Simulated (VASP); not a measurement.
Here is a VASP 6.6.1 calculation.

Contents of POSCAR:

```
Ti
1.0
    4.5687343789      0.0000000029      0.0000000000
   -2.2843671919      3.9566400338      0.0000000000
    0.0000000000      0.0000000000      2.8249365416
Ti
3
Direct
    0.0000000000      0.0000000000      0.0000000000
    0.3333333333      0.6666666667      0.5000000000
    0.6666666667      0.3333333333      0.5000000000
```

File INCAR.step1:

```
PREC = Accurate
ENCUT = 600
ISMEAR = -1
SIGMA = 0.15
LREAL = F
LASPH = T
NELM = 60
GGA = PE
ALGO = Normal
EDIFF = 1E-4
LWAVE = T
LCHARG = F
```

Contents of INCAR.step2:

```
PREC = Accurate
ENCUT = 600
EDIFF = 1E-7
ISMEAR = -1
SIGMA = 0.15
LREAL = F
LASPH = T
NELM = 60
ALGO = Normal
ISIF = 3
LWAVE = F
LCHARG = F
METAGGA = R2SCAN
LMIXTAU = T
IBRION = 2
NSW = 80
EDIFFG = -0.001
ISTART = 1
```

The input KPOINTS:

```
Automatic mesh
0
Gamma
  12 12 14
```

Potentials or basis: VASP PAW PBE potentials, release 64 (Ti_sv).

The run is started by

```sh
$ cat potpaw_PBE.64/Ti_sv/POTCAR > POTCAR
$ cp INCAR.step1 INCAR
$ mpirun -np 1 vasp_std > vasp.out
$ cp INCAR.step2 INCAR
$ mpirun -np 1 vasp_std > vasp.out
```

What does it give for the relaxed volume?

17.12 Å³/atom.

Estimate the space group after relaxing (to 0.1 Å).

P6/mmm (No. 191).

Final structure:
```
Ti
1.0
     4.57990    0.00000    0.00000
    -2.28995    3.96631    0.00000
     0.00000    0.00000    2.82775
Ti
3
Cartesian
  -2.2900 3.9663 2.8278
  0.0000 2.6442 1.4139
  2.2900 1.3221 1.4139
```

Caveat: the PAW data sets were made with another functional, which shifts forces and pressure a little.
